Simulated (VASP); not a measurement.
Runs of VASP 6.6.1 on BaTe. The structure is that of space group F-43m (No. 216), or close to it. The cells are those of the table. 

| cell | gap on the mesh (eV) | pressure (GPa) |
| --- | --- | --- |
| a = 5.536 Å, angles 60.0°, 2 atoms | (a) | 0.2 |
| a = 5.536, b = 5.481, c = 5.481 Å, angles 60.7, 59.7, 59.7°, 2 atoms | 2.59 | 0.6 |
| a = 5.662 Å, angles 60.0°, 2 atoms | (b) | -0.9 |
| a = 5.432 Å, angles 60.0°, 2 atoms | 2.65 | 1.4 |
| a = 5.499 Å, angles 60.0°, 2 atoms | 2.60 | 0.6 |

Alike in all rows: task single point; level PBE; potentials or basis VASP PAW PBE potentials, release 64 (Ba_sv, Te); no spin polarisation; k mesh 8 × 8 × 8; cutoff (eV) 520; smearing gaussian 0.05 eV.

Problem. Fill in the values left out.

Solution. (a) 2.58; (b) 2.48.

Caveats: spin-orbit coupling is left out, which moves the levels of the heavy elements.

A k mesh can miss the band edges, and the runs leave out spin-orbit coupling on Ba, Te.
